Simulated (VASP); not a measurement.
Co: single point with PBEsol

Co:

```
Co
1.0
     2.53600    0.00000    0.00000
    -1.26800    2.19624    0.00000
     0.00000    0.00000    4.13600
Co
2
Direct
  0.33333 0.66667 0.25000
  0.66667 0.33333 0.75000
```

```json
{"Program": "VASP 6.6.1", "Task": "single point", "Functional": "PBEsol", "Potentials or basis": "VASP PAW PBE potentials, release 64 (Co)", "Cutoff": "520 eV", "k mesh": "14 × 14 × 8", "Occupations": "fermi-dirac, width 0.1 eV", "Spin": "collinear spin, ferromagnetic start", "Starting moments": "[3.0, 3.0] μB"}
```

The pressure is -20.0 GPa. The net moment is 3.31 μB per cell and the site moments are Co +1.68 μB. The valence electrons inside the program's atomic spheres are Co 8.16.

Stress tensor (GPa, compression positive):
```
-19.33   0.00   0.00
  0.00 -19.33   0.00
  0.00   0.00 -21.22
```

Levels at points of the mesh, in eV from the Fermi level:
Spin up:
```csv
k point,band 9,band 10,band 11,band 12,band 13,band 14
"(0.00, 0.00, 0.00)",-1.89,-0.91,-0.91,-0.20,5.68,21.51
"(0.50, 0.00, 0.00)",-0.72,-0.63,1.14,3.01,9.11,9.68
"(0.00, 0.00, 0.50)",-1.20,-1.20,-1.20,-1.20,14.07,14.07
"(0.50, 0.00, 0.50)",-0.69,-0.69,1.46,1.46,6.71,6.71
```
Spin down:
```csv
k point,band 5,band 6,band 7,band 8,band 9,band 10
"(0.00, 0.00, 0.00)",-0.85,-0.52,-0.52,-0.20,-0.10,-0.10
"(0.50, 0.00, 0.00)",-0.96,-0.95,-0.58,1.13,1.22,1.27
"(0.00, 0.00, 0.50)",-0.90,-0.90,-0.90,-0.90,0.68,0.68
"(0.50, 0.00, 0.50)",-0.01,-0.01,0.26,0.26,1.22,1.22
```

Run time: 40 s on 1 thread of Intel(R) Xeon(R) 6975P-C (Granite Rapids) (shared host), peak memory 0.2 GiB.

Caveat: the PAW data sets were made with another functional, which shifts forces and pressure a little.
